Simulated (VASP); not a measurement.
# InGaO2 (Pmmm) in VASP: a series of runs

InGaO2 is run at these levels: PBE; tasks: single point.

All numbers are computed with VASP 6.6.1; they aren't measurements. Logs are shortened: lines on timing, memory, paths and dates and some standing lists are left out, and cuts for length are marked.

## (1) The cell of the first run

The structure is orthorhombic, space group Pmmm (No. 47). The conventional cell has a = 3.161 Å, b = 3.522 Å, c = 5.706 Å, α = 90.00°, β = 90.00°, γ = 90.00°. Within 3.0 Å of In (site symmetry mmm) lie 4 O at 2.28 Å. Within 2.8 Å of Ga (site symmetry mmm) lie 4 O at 2.11 Å. O (site symmetry mm2) has 2 Ga at 2.11 Å and 2 In at 2.28 Å within 2.8 Å.

## (2) Single point, PBE

INCAR reads:

```
PREC     = Accurate       # precision mode
ENCUT    = 600            # plane-wave cutoff, eV
EDIFF    = 1E-6           # SCF threshold, eV
ISMEAR   = 0              # smearing method
SIGMA    = 0.1            # smearing width, eV
LREAL    = F              # projectors in reciprocal space
LASPH    = T              # aspherical terms in the spheres
NELM     = 120            # most SCF steps
ALGO     = Normal         # electronic algorithm
ISIF     = 2              # what is computed and relaxed
LWAVE    = F              # write WAVECAR
LCHARG   = T              # write CHGCAR
GGA      = PE             # functional
LELF     = T              # ELF
LVHAR    = T            
NBANDS   = 27             # bands
GGA_COMPAT= F
```

KPOINTS reads:

```
Automatic mesh
0
Gamma
  6 6 4
```

POSCAR reads:

```
InGaO2
1.0
    3.1614442200      0.0000000000      0.0000000000
    0.0000000000      3.5220035800      0.0000000000
    0.0000000000      0.0000000000      5.7064073900
In Ga O
1 1 2
Direct
    0.5000000000      0.5000000000      0.5000000000
    0.0000000000      0.0000000000      0.0000000000
    0.5000000000      0.0000000000      0.2460425300
    0.5000000000      0.0000000000      0.7539574700
```

Potentials or basis: VASP PAW PBE potentials, release 64 (In_d, Ga_d, O).

Run with:

```
> cat potpaw_PBE.64/In_d/POTCAR potpaw_PBE.64/Ga_d/POTCAR potpaw_PBE.64/O/POTCAR > POTCAR
> mpirun -np 1 vasp_std > vasp.out
```

OUTCAR:

```text
PREC = Accurate
   ENCUT = 600
   EDIFF = 1E-6
   ISMEAR = 0
   LREAL = F
   LASPH = T
   NELM = 120
   ISIF = 2
   GGA = PE

 ion  position               nearest neighbor table
   1  0.500  0.500  0.500-   3 2.28   4 2.28   3 2.28   4 2.28
   2  0.000  0.000  0.000-   3 2.11   4 2.11   3 2.11   4 2.11
   3  0.500  0.000  0.246-   2 2.11   2 2.11   1 2.28   1 2.28
   4  0.500  0.000  0.754-   2 2.11   2 2.11   1 2.28   1 2.28

  LATTYP: Found a simple orthorhombic cell.
 ALAT       =     3.1614442200
 B/A-ratio  =     1.1140489393
 C/A-ratio  =     1.8050001812

  Lattice vectors:

 A1 = (   3.1614442200,   0.0000000000,   0.0000000000)
 A2 = (   0.0000000000,   3.5220035800,   0.0000000000)
 A3 = (   0.0000000000,   0.0000000000,   5.7064073900)

Analysis of symmetry for initial positions (statically):
=====================================================================
 Subroutine PRICEL returns:
 Original cell was already a primitive cell.

 Routine SETGRP: Setting up the symmetry group for a
 simple orthorhombic supercell.

 Subroutine GETGRP returns: Found  8 space group operations
 (whereof  8 operations were pure point group operations)
 out of a pool of  8 trial point group operations.

The static configuration has the point symmetry D_2h.

Analysis of symmetry for dynamics (positions and initial velocities):
=====================================================================
 Subroutine PRICEL returns:
 Original cell was already a primitive cell.

 Routine SETGRP: Setting up the symmetry group for a
 simple orthorhombic supercell.

 Subroutine GETGRP returns: Found  8 space group operations
 (whereof  8 operations were pure point group operations)
 out of a pool of  8 trial point group operations.

The dynamic configuration has the point symmetry D_2h.

 Subroutine INISYM returns: Found  8 space group operations
 (whereof  8 operations are pure point group operations),
 and found     1 'primitive' translations

----------------------------------------------------------------------------------------

                                     Primitive cell

  volume of cell :      63.5387

  direct lattice vectors                    reciprocal lattice vectors
     3.161444220  0.000000000  0.000000000     0.316311132  0.000000000  0.000000000
     0.000000000  3.522003580  0.000000000     0.000000000  0.283929297  0.000000000
     0.000000000  0.000000000  5.706407390     0.000000000  0.000000000  0.175241607

  length of vectors
     3.161444220  3.522003580  5.706407390     0.316311132  0.283929297  0.175241607

  position of ions in fractional coordinates (direct lattice)
     0.500000000  0.500000000  0.500000000
     0.000000000  0.000000000  0.000000000
     0.500000000  0.000000000  0.246042530
     0.500000000  0.000000000  0.753957470

  ion indices of the primitive-cell ions
   primitive index   ion index
                 1           1
                 2           2
                 3           3
                 4           4

----------------------------------------------------------------------------------------

 KPOINTS: Automatic mesh

Automatic generation of k-mesh.
 Grid dimensions read from file:
 generate k-points for:    6    6    4

 Generating k-lattice:

  Cartesian coordinates                     Fractional coordinates (reciprocal lattice)
     0.052718522  0.000000000  0.000000000     0.166666667  0.000000000  0.000000000
     0.000000000  0.047321549  0.000000000     0.000000000  0.166666667  0.000000000
     0.000000000  0.000000000  0.043810402     0.000000000  0.000000000  0.250000000

  Length of vectors
     0.052718522  0.047321549  0.043810402

  Shift w.r.t. Gamma in fractional coordinates (k-lattice)
     0.000000000  0.000000000  0.000000000

 Subroutine IBZKPT returns following result:
 ===========================================

 Found     48 irreducible k-points:

 Following reciprocal coordinates:
            Coordinates               Weight
  0.000000  0.000000  0.000000      1.000000
  0.166667  0.000000  0.000000      2.000000
  0.333333  0.000000  0.000000      2.000000
  0.500000  0.000000  0.000000      1.000000
  0.000000  0.166667  0.000000      2.000000
  0.166667  0.166667  0.000000      4.000000
[... 16 lines left out ...]
  0.333333  0.166667  0.250000      8.000000
  0.500000  0.166667  0.250000      4.000000
 [... further k-points ...]
   k-points           NKPTS =     48   k-points in BZ     NKDIM =     48   number of bands    NBANDS=     27
   number of dos      NEDOS =    301   number of ions     NIONS =      4
   total plane-waves  NPLWV =  37632
   dimension x,y,z NGX =    28 NGY =   28 NGZ =   48
   dimension x,y,z NGXF=    56 NGYF=   56 NGZF=   96
   ions per type =               1   1   2
   NGX,Y,Z   is equivalent  to a cutoff of  14.72, 13.22, 13.98 a.u.
   NGXF,Y,Z  is equivalent  to a cutoff of  29.45, 26.43, 27.97 a.u.
 SYSTEM =  unknown system
   PREC   = accura    normal or accurate (medium, high low for compatibility)
   ISTART =      0    job   : 0-new  1-cont  2-samecut
   ICHARG =      2    charge: 1-file 2-atom 10-const
   ISPIN  =      1    spin polarized calculation?
   LNONCOLLINEAR =      F non collinear calculations
   LSORBIT =      F    spin-orbit coupling
   LASPH  =      T    aspherical Exc in radial PAW
   ENCUT  =  600.0 eV  44.10 Ry    6.64 a.u.   6.31  7.03 11.40*2*pi/ulx,y,z
   NELM   =    120;   NELMIN=  2; NELMDL= -5     # of ELM steps
   EDIFF  = 0.1E-05   stopping-criterion for ELM
   LREAL  =      F    real-space projection
   EDIFFG = 0.1E-04   stopping-criterion for IOM
   NSW    =      0    number of steps for IOM
   IBRION =     -1    ionic relax: 0-MD 1-quasi-New 2-CG
   NFREE  =      0    steps in history (QN), initial steepest desc. (CG)
   ISIF   =      2    stress and relaxation
   ISYM   =      2    0-nonsym 1-usesym 2-fastsym
   POTIM  = 0.5000    time-step for ionic-motion
   TEBEG  =    0.0;   TEEND  =   0.0 temperature during run
   PSTRESS=    0.0 pullay stress
   NELECT =      38.0000    total number of electrons
   NUPDOWN=      -1.0000    fix difference up-down
   EMIN   =  10.00;   EMAX   =-10.00  energy-range for DOS
   EFERMI =   0.00;   METHOD = LEGACY
   ISMEAR =     0;   SIGMA  =   0.10  broadening in eV -4-tet -1-fermi 0-gaus
   EFERMI_NEDOS =   21; number of points for ismear=-14 and -15
   IALGO  =     38    algorithm
   IMIX   =      4    mixing-type and parameters
     AMIX     =   0.40;   BMIX     =  1.00
     AMIX_MAG =   1.60;   BMIX_MAG =  1.00
  volume/ion in A,a.u.               =      15.88       107.20
  Fermi-wavevector in a.u.,A,eV,Ry     =   1.379293  2.606487 25.884409  1.902450
  Thomas-Fermi vector in A             =   2.504276
   LORBIT       =      0    0 simple, 1 ext, 2 COOP (PROOUT), +10 PAW based schemes
   GGA     = PE    functional components
   LHFCALC =     F    Hartree Fock is set to
   AEXX    =    0.0000 exact exchange contribution
   IVDW    =     0    specifies the selected vdW correction
   LEPSILON=     F    determine dielectric tensor
   LRPA    =     F    only Hartree local field effects (RPA)
 non-spin polarized calculation
 Gauss-broadening in eV      SIGMA  =   0.10
  energy-cutoff  :      600.00
  volume of cell :       63.54
 maximum number of plane-waves:      2140
 NGX is ok and might be reduce to    28
   NGX = 13   NGY = 15   NGZ = 23

 number of electron      38.0000017 magnetization

 Free energy of the ion-electron system (eV)
  ---------------------------------------------------
  ext. energy  EPLUGINS =         0.00000000
  ---------------------------------------------------
  free energy    TOTEN  =       -18.95861255 eV

  energy without entropy =      -18.94731166  energy(sigma->0) =      -18.95296211

 E-fermi :   5.5530     XC(G=0): -10.3353

 val. band max:        5.5484135824   @ k =   0.3333   0.1667   0.5000
 cond. band min:       5.5537797940   @ k =   0.1667   0.3333   0.0000
 fundamental gap:      0.0053662116
 Fermi energy:         5.5529932637

 k-point     1 :       0.0000    0.0000    0.0000
  band No.  band energies     occupation
      1     -14.1181      2.00000
      2     -13.1395      2.00000
      3      -9.9569      2.00000
      4      -9.9157      2.00000
      5      -9.8626      2.00000
      6      -9.8369      2.00000
[... 19 lines left out ...]
     26      14.3635      0.00000
     27      15.5717      0.00000

 k-point     2 :       0.1667    0.0000    0.0000
  band No.  band energies     occupation
      1     -14.0056      2.00000
      2     -13.1586      2.00000
      3      -9.9619      2.00000
      4      -9.9107      2.00000
      5      -9.8780      2.00000
      6      -9.7991      2.00000
[... 19 lines left out ...]
     26      13.8913      0.00000
     27      13.9648      0.00000

 k-point     3 :       0.3333    0.0000    0.0000
  band No.  band energies     occupation
      1     -13.7650      2.00000
      2     -13.1953      2.00000
      3      -9.9911      2.00000
      4      -9.9085      2.00000
      5      -9.9008      2.00000
      6      -9.7322      2.00000
[... 19 lines left out ...]
     26      14.8873      0.00000
     27      14.9696      0.00000

 k-point     4 :       0.5000    0.0000    0.0000
  band No.  band energies     occupation
      1     -13.6355      2.00000
      2     -13.2129      2.00000
      3     -10.0130      2.00000
      4      -9.9236      2.00000
      5      -9.8958      2.00000
      6      -9.6959      2.00000
[... 19 lines left out ...]
     26      16.2053      0.00000
     27      16.5927      0.00000
[... 516 lines left out ...]
      4      -9.9141      2.00000
      5      -9.8830      2.00000
      6      -9.7954      2.00000
[... 19 lines left out ...]
     26      14.0400      0.00000
     27      16.2762      0.00000

 k-point    23 :       0.3333    0.1667    0.2500
  band No.  band energies     occupation
      1     -13.6347      2.00000
      2     -13.3085      2.00000
      3      -9.9714      2.00000
      4      -9.9161      2.00000
      5      -9.9059      2.00000
      6      -9.7304      2.00000
[... 19 lines left out ...]
     26      14.4017      0.00000
     27      16.3689      0.00000

 k-point    24 :       0.5000    0.1667    0.2500
  band No.  band energies     occupation
      1     -13.5448      2.00000
      2     -13.2751      2.00000
      3      -9.9998      2.00000
      4      -9.9324      2.00000
      5      -9.9016      2.00000
      6      -9.6957      2.00000
[... 19 lines left out ...]
     26      15.2298      0.00000
     27      16.0462      0.00000

 [... further k-points ...]

------------------------ aborting loop because EDIFF is reached ----------------------------------------

  FORCE on cell =-STRESS in cart. coord.  units (eV):
  Direction    XX          YY          ZZ          XY          YZ          ZX
  --------------------------------------------------------------------------------------
  -------------------------------------------------------------------------------------
  Total       -4.5347081      1.2739915     -1.9468999     -0.0000000      0.0000000      0.0000000
  in kB     -114.3462250     32.1246961    -49.0926101     -0.0000000      0.0000000      0.0000000
  external PRESSURE =     -43.7713796 kB  Pullay stress =       0.0000000 kB

 VOLUME and BASIS-vectors are now :
 -----------------------------------------------------------------------------
  energy-cutoff  :      600.00
  volume of cell :       63.54
      direct lattice vectors                 reciprocal lattice vectors
     3.161444220  0.000000000  0.000000000     0.316311132  0.000000000  0.000000000
     0.000000000  3.522003580  0.000000000     0.000000000  0.283929297  0.000000000
     0.000000000  0.000000000  5.706407390     0.000000000  0.000000000  0.175241607

 POSITION                                       TOTAL-FORCE (eV/Angst)
 -----------------------------------------------------------------------------------
      1.58072      1.76100      2.85320         0.000000      0.000000      0.000000
      0.00000      0.00000      0.00000         0.000000      0.000000      0.000000
      1.58072      0.00000      1.40402         0.000000      0.000000     -1.701286
      1.58072      0.00000      4.30239         0.000000     -0.000000      1.701286
 -----------------------------------------------------------------------------------
    total drift:                                0.000000      0.000000      0.000000

  FREE ENERGIE OF THE ION-ELECTRON SYSTEM (eV)
  ---------------------------------------------------
  free  energy   TOTEN  =       -18.9586125490 eV

  energy  without entropy=      -18.9473116641  energy(sigma->0) =      -18.95296211
```

Run time: 43 s. Hardware: 1 thread of Intel Xeon 6975P-C (Granite Rapids), shared host; peak memory 0.25 GiB.

Results:

```yaml
Free_energy: -18.9586 eV
Pressure: -4.4 GPa
Largest_force: 1.701 eV/Å
Band_gap_on_the_k_mesh: zero (band 19 reaches 5.97 eV, above the bottom of band 20 at 4.16 eV)
```

Forces in eV/Å, atoms in the order of the input:
```
In   0.000  0.000  0.000
Ga   0.000  0.000  0.000
O    0.000  0.000 -1.701
O    0.000  0.000  1.701
```

Caveat: spin-orbit coupling is left out, which moves the levels of the heavy elements; forces of over 1 eV/Å act on the atoms, so gaps and moduli don't describe the material at rest.

## (3) Single point, PBE

This run uses another cell than the first one, of 16.29 Å³/atom, 1.026 times its volume.

INCAR reads:

```
SYSTEM = InGaO2
  PREC = Accurate
  ENCUT = 600
  EDIFF = 1E-6
  ISMEAR = 0
  SIGMA = 0.1
  LREAL = .FALSE.
  LASPH = .TRUE.
  NELM = 120
  ALGO = Normal
  ISIF = 2
  LWAVE = .FALSE.
  LCHARG = .FALSE.
  GGA = PE
  NBANDS = 27
  GGA_COMPAT = .FALSE.
```

KPOINTS reads:

```
regular mesh
0
G
  6 6 4
  0 0 0
```

POSCAR reads:

```
InGaO2
1.0
    2.8506153555      0.0000000000      0.0000000000
    0.0000000000      3.7434186905      0.0000000000
    0.0000000000      0.0000000000      6.1074861506
In Ga O
1 1 2
Direct
    0.5000000000      0.5000000000      0.5000000000
    0.0000000000      0.0000000000      0.0000000000
    0.5000000000      0.0000000000      0.2093751198
    0.5000000000      0.0000000000      0.7906248802
```

Potentials or basis: VASP PAW PBE potentials, release 64 (In_d, Ga_d, O).

Run with:

```
> cat potpaw_PBE.64/In_d/POTCAR potpaw_PBE.64/Ga_d/POTCAR potpaw_PBE.64/O/POTCAR > POTCAR
> mpirun -np 1 vasp_std > vasp.out
```

Run time: 34 s. Hardware: 1 thread of Intel Xeon 6975P-C (Granite Rapids), shared host; peak memory 0.25 GiB.

Results (log left out):

```
Free energy            : -19.9445 eV
Pressure               : 0.1 GPa
Largest force          : 0.044 eV/Å
Band gap on the k mesh : zero (band 19 reaches 4.94 eV, above the bottom of band 20 at 4.31 eV)
```

Forces in eV/Å, atoms in the order of the input:
```
In   0.000  0.000  0.000
Ga   0.000  0.000  0.000
O    0.000  0.000  0.044
O    0.000  0.000 -0.044
```

Stress tensor (GPa, compression positive):
```
 0.51  0.00  0.00
 0.00 -0.13  0.00
 0.00  0.00 -0.07
```

Levels at points of the mesh, in eV from the Fermi level:
```csv
k point,band 17,band 18,band 19,band 20,band 21,band 22
"(0.00, 0.00, 0.00)",-3.30,-2.89,-2.02,1.67,1.95,5.07
"(0.50, 0.00, 0.00)",-2.58,-2.32,-0.50,0.48,2.83,5.56
"(0.00, 0.50, 0.00)",-2.88,-2.57,-2.00,0.72,2.24,4.24
"(0.50, 0.50, 0.00)",-3.46,-2.05,-0.52,1.94,2.33,4.01
"(0.00, 0.00, 0.50)",-3.31,-2.07,-1.56,-0.66,5.00,5.84
"(0.50, 0.00, 0.50)",-2.91,-2.88,-0.13,1.55,2.85,4.60
"(0.00, 0.50, 0.50)",-3.41,-2.01,-1.17,2.11,2.82,2.92
"(0.50, 0.50, 0.50)",-3.91,-2.93,-0.02,1.22,2.15,4.42
```

Caveat: the k points lie up to 0.37 Å⁻¹ apart; spin-orbit coupling is left out, which moves the levels of the heavy elements.
